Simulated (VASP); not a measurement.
Write the native input for VASP 6.6.1 that does the following.

| Property | Result |
| --- | --- |
| Task | single point |
| Functional | PBE |
| Potentials or basis | VASP PAW PBE potentials, release 64 (Ge_d) |
| Cutoff | 520 eV |
| k mesh | 4 × 4 × 4 |
| Occupations | gaussian, width 0.1 eV |
| Spin | no spin polarisation |
| Dipole correction | no |
| Further INCAR settings | ALGO = Normal; EDIFF = 1e-06; NBANDS = 36 |

The structure of Ge lies in POSCAR:

```
Ge
1.0
    2.9413471581     -3.7467341132      0.0000000000
    2.9413471581      3.7467341132      0.0000000000
    0.0000000000      0.0000000000      3.5221565043
Ge
4
Direct
    0.2491313930      0.2491313930      0.8408959568
    0.7508686070      0.7508686070      0.8408959568
    0.7617071132      0.2382928868      0.3412140432
    0.2382928868      0.7617071132      0.3412140432
```

The cell was generated, and may not be a known phase.

These files were run (other wordings do the same):

INCAR

```
PREC = Accurate
ENCUT = 520
EDIFF = 1E-6
ISMEAR = 0
SIGMA = 0.1
LREAL = F
LASPH = T
NELM = 100
ALGO = Normal
ISIF = 2
LWAVE = F
LCHARG = F
GGA = PE
NBANDS = 36
```

KPOINTS

```
regular mesh
0
Gamma
  4 4 4
```

Potentials or basis: VASP PAW PBE potentials, release 64 (Ge_d).

Command:

```console
$ cat potpaw_PBE.64/Ge_d/POTCAR > POTCAR
$ mpirun -np 1 vasp_std > vasp.out
```

Results of the run:

```json
{
  "Pressure": "0.2 GPa",
  "Largest force": "0.010 eV/Å",
  "Band gap on the k mesh": "zero (bands 28 and 29 overlap by 2.56 eV)"
}
```

Caveat: the k points lie up to 0.45 Å⁻¹ apart, too coarse for converged energies and pressures of a metal.

It took 20 s on 1 thread of Intel(R) Xeon(R) 6975P-C (Granite Rapids) (shared host), peak memory 0.19 GiB.
